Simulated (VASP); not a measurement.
**SrO: single point with r2SCAN**

SrO:

```xyz
2
Lattice="0.0000 2.5698 2.5698 2.5698 0.0000 2.5698 2.5698 2.5698 0.0000" Properties=species:S:1:pos:R:3 pbc="T T T"
Sr    0.0000    0.0000    0.0000
O     2.5698    2.6405    2.6405
```

This cell differs from its parent crystal: all O atoms moved -0.100 Å, as atom 2 towards its neighbour atom 2 (O) at 3.634 Å.

* Program: VASP 6.6.1
* Task: single point
* Functional: r2SCAN
* Potentials or basis: VASP PAW PBE potentials, release 64 (Sr_sv, O)
* Cutoff: 520 eV
* k mesh: 8 × 8 × 8
* Occupations: gaussian, width 0.05 eV
* Spin: no spin polarisation

The pressure is 2.0 GPa. The largest force is 0.265 eV/Å and the band gap on the k mesh is 3.81 eV, indirect (least direct gap 3.87 eV).

Forces on the atoms (eV/Å):
```
Sr   0.000  0.187  0.187
O    0.000 -0.187 -0.187
```

Stress tensor (GPa, compression positive):
```
 1.56  0.00  0.00
 0.00  2.18 -0.10
 0.00 -0.10  2.18
```

Levels at points of the mesh, in eV from the valence-band top:
| k point | band 5 | band 6 | band 7 | band 8 | band 9 | band 10 | band 11 | band 12 |
| --- | --- | --- | --- | --- | --- | --- | --- | --- |
| (0.00, 0.00, 0.00) | -14.44 | -0.01 | -0.01 | 0.00 | 4.68 | 6.81 | 6.85 | 6.85 |
| (0.50, 0.00, 0.00) | -13.44 | -2.10 | -1.12 | -1.11 | 7.13 | 9.08 | 9.51 | 9.59 |
| (0.00, 0.50, 0.00) | -13.43 | -2.09 | -1.11 | -1.09 | 7.13 | 8.95 | 9.50 | 9.63 |
| (0.50, 0.50, 0.00) | -14.79 | -0.40 | -0.10 | -0.07 | 3.81 | 8.52 | 10.97 | 11.12 |
| (0.00, 0.50, 0.50) | -14.77 | -0.41 | -0.12 | -0.07 | 3.85 | 8.53 | 10.97 | 11.16 |

Run time: 2.3 min on 1 thread of AMD EPYC 9R45 96-Core Processor (Zen 5), on a shared host, peak memory 0.17 GiB.

Caveat: the cell differs from its parent crystal (all O atoms moved -0.100 Å, as atom 2 towards its neighbour atom 2 (O) at 3.634 Å); the PAW data sets were made with another functional, which shifts forces and pressure a little. A k mesh can miss the band edges.
